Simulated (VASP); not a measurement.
Set up this calculation in VASP 6.6.1, as the native input.

* Task: single point
* Functional: PBEsol
* Potentials or basis: VASP PAW PBE potentials, release 64 (W_sv)
* Cutoff: 520 eV
* k mesh: 26 × 26 × 26
* Occupations: gaussian, width 0.15 eV
* Spin: no spin polarisation
* Dipole correction: no
* Further INCAR settings: ALGO = Fast; EDIFF = 1e-06; NBANDS = 13

The structure of W lies in POSCAR:

```
W
1.0
   -1.5771801384      1.5771801384      1.5298647342
    1.5771801384     -1.5771801384      1.5298647342
    1.5771801384      1.5771801384     -1.5298647342
W
1
Direct
    0.0000000000      0.0000000000      0.0000000000
```

This cell differs from its parent crystal: strain +0.000 along x and y, -0.030 along z.

One way to write it, as run:

INCAR

```
  PREC = Accurate
  ENCUT = 520
  EDIFF = 1E-6
  ISMEAR = 0
  SIGMA = 0.15
  LREAL = False
  LASPH = True
  NELM = 60
  ALGO = Fast
  ISIF = 2
  LWAVE = False
  LCHARG = False
  GGA = PS
  NBANDS = 13
```

KPOINTS

```
regular mesh
0
Gamma
  26 26 26
```

Potentials or basis: VASP PAW PBE potentials, release 64 (W_sv).

Command:

```bash
$ cat potpaw_PBE.64/W_sv/POTCAR > POTCAR
$ mpirun -np 1 vasp_std > vasp.out
```

Results of the run:

```yaml
Pressure: 11.4 GPa
Band_gap_on_the_k_mesh: zero (bands 7 and 8 overlap by 6.70 eV)
```

Caveat: the cell differs from its parent crystal (strain +0.000 along x and y, -0.030 along z); the cell stands under pressure; the PAW data sets were made with another functional, which shifts forces and pressure a little; spin-orbit coupling is left out, which moves the levels of the heavy elements.

Wall time 120 s on 1 thread of AMD EPYC 9R45 96-Core Processor (Zen 5), on a shared host, peak memory 0.3 GiB.
